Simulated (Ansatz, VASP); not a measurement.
TiH5 in VASP and in Ansatz

```
Ti H
1.0
    -2.20934    2.20934    1.99678
     2.20934   -2.20934    1.99678
     2.20934    2.20934   -1.99678
Ti H
1 5
Cartesian
  0.0000 0.0000 0.0000
  1.1047 1.1047 0.9984
  1.1047 1.1047 -0.9984
  -1.1047 1.1047 0.9984
  1.1047 -1.1047 0.9984
  0.0000 0.0000 1.9968
```

Alike in both runs: functional PBE; k mesh 6 × 6 × 6; occupations gaussian, width 0.2 eV; no spin polarisation.

Ansatz relaxed the structure, and its values are those at the end. VASP's run is a single point on that final structure, the one shown.

|  | VASP | Ansatz |
| --- | --- | --- |
| version | VASP 6.6.1 | Ansatz 0.2.0 |
| potentials or method | VASP PAW PBE potentials, release 64 (Ti_sv, H), cutoff 500 eV | scalar-relativistic, plane waves, PAW |
| valence electrons in the cell | 17 | 17 |

|  | VASP | Ansatz | Ansatz less VASP |
| --- | --- | --- | --- |
| gap on the k mesh at the Fermi level (eV) | none | none | - |
| pressure (GPa) | 0.2 | 0.5 | +0.27 |

A gap of «none» marks a metal or a gap that the smearing closes.
